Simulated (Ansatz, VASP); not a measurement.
# SiO2 in VASP and in Ansatz

```xyz
3
Lattice="0.0000 2.2189 2.2189 2.2189 0.0000 2.2189 2.2189 2.2189 0.0000" Properties=species:S:1:pos:R:3 pbc="T T T"
Si    0.0000    0.0000    0.0000
O     1.1094    1.1094    1.1094
O     3.3283    3.3283    3.3283
```

Change from the starting cell: hydrostatic strain -2.0%.

Alike in both runs: task single point; functional HSE06; k mesh 6 × 6 × 6; no spin polarisation.

|  | VASP | Ansatz |
| --- | --- | --- |
| version | VASP 6.6.1 | Ansatz 0.2.0 |
| potentials or method | VASP PAW PBE potentials, release 64 (Si, O) | plane waves, PAW |
| plane-wave cutoff (eV) | 520 | 420 |
| occupations | gaussian, width 0.01 eV | fixed |
| valence electrons in the cell | 16 | 16 |

Ansatz gave:

- gap on the k mesh at the Fermi level (eV): 3.69
- pressure (GPa): 16.9

**Question.** Which values does VASP return?

**Answer.** gap on the k mesh at the Fermi level (eV): 3.65; pressure (GPa): 17.2.

Ansatz's warnings: stress exchange threshold loose, stress scf threshold loose.
